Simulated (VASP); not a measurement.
Write the native input for VASP 6.6.1 that does the following.

```
Task                   : single point
Functional             : PBEsol
Potentials or basis    : VASP PAW PBE potentials, release 64 (Ta_pv, N)
Cutoff                 : 520 eV
k mesh                 : 24 × 24 × 20
Occupations            : gaussian, width 0.15 eV
Spin                   : no spin polarisation
Dipole correction      : no
Further INCAR settings : ALGO = Normal; EDIFF = 1e-06; NBANDS = 15
```

The structure of TaN lies in POSCAR:

```
TaN
1.0
    3.1579081683      0.0000000000      0.0000000000
   -1.5789540842      2.7348286966      0.0000000000
    0.0000000000      0.0000000000      2.7558985369
Ta N
1 1
Direct
    0.3333333333      0.6666666667      0.5000000000
    0.0000000000      0.0000000000      0.0000000000
```

This cell differs from its parent crystal: strain +0.080 along x and y, -0.040 along z.

One way to write it, as run:

INCAR

```
PREC = Accurate ; ENCUT = 520
EDIFF = 1E-6 ; ISMEAR = 0
SIGMA = 0.15 ; LREAL = F
LASPH = T ; NELM = 60
ALGO = Normal ; ISIF = 2
LWAVE = F ; LCHARG = T
GGA = PS ; LELF = T
LVHAR = T ; NBANDS = 15
```

KPOINTS

```
regular mesh
0
Gamma
  24 24 20
```

Potentials or basis: VASP PAW PBE potentials, release 64 (Ta_pv, N).

Run with:

```sh
$ cat potpaw_PBE.64/Ta_pv/POTCAR potpaw_PBE.64/N/POTCAR > POTCAR
$ mpirun -np 1 vasp_std > vasp.out
```

Results of the run:

- Pressure: -26.3 GPa
- Band gap on the k mesh: zero (band 8 reaches 7.37 eV, above the bottom of band 9 at 6.98 eV)

Caveat: the cell differs from its parent crystal (strain +0.080 along x and y, -0.040 along z); the PAW data sets were made with another functional, which shifts forces and pressure a little; spin-orbit coupling is left out, which moves the levels of the heavy elements.

Run time: 48 s on 1 thread of Intel(R) Xeon(R) 6975P-C (Granite Rapids) (shared host), peak memory 0.33 GiB.
